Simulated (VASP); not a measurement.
Write the native input for VASP 6.6.1 that does the following.

```
Task                   : single point
Functional             : PBE
Potentials or basis    : VASP PAW PBE potentials, release 64 (Ti_sv)
Cutoff                 : 520 eV
k mesh                 : 14 × 14 × 14
Occupations            : fermi-dirac, width 0.05 eV
Spin                   : no spin polarisation
Dipole correction      : no
Further INCAR settings : ALGO = Normal; EDIFF = 1e-06; NBANDS = 12
```

The structure of Ti lies in POSCAR:

```
Ti
1.0
    0.0000000000      1.9889123197      1.9889123197
    1.9889123197      0.0000000000      1.9889123197
    1.9889123197      1.9889123197      0.0000000000
Ti
1
Direct
    0.0000000000      0.0000000000      0.0000000000
```

This cell differs from its parent crystal: volume scaled by 0.9405.

The input as run:

INCAR

```
ALGO = Normal
EDIFF = 1E-6
ENCUT = 520
GGA = PE
ISIF = 2
ISMEAR = -1
LASPH = True
LCHARG = True
LELF = True
LREAL = False
LVHAR = True
LWAVE = False
NBANDS = 12
NELM = 80
PREC = Accurate
SIGMA = 0.05
```

KPOINTS

```
k-points
0
Gamma
  14 14 14
```

Potentials or basis: VASP PAW PBE potentials, release 64 (Ti_sv).

Launch:

```console
$ cat potpaw_PBE.64/Ti_sv/POTCAR > POTCAR
$ mpirun -np 1 vasp_std > vasp.out
```

Results of the run:

The pressure is 12.3 GPa and the band gap on the k mesh is zero (band 6 reaches 10.24 eV, above the bottom of band 7 at 8.84 eV).

Run time: 13 s on 1 thread of Intel(R) Xeon(R) Platinum 8375C CPU @ 2.90GHz (Ice Lake) (shared host), peak memory 0.14 GiB.
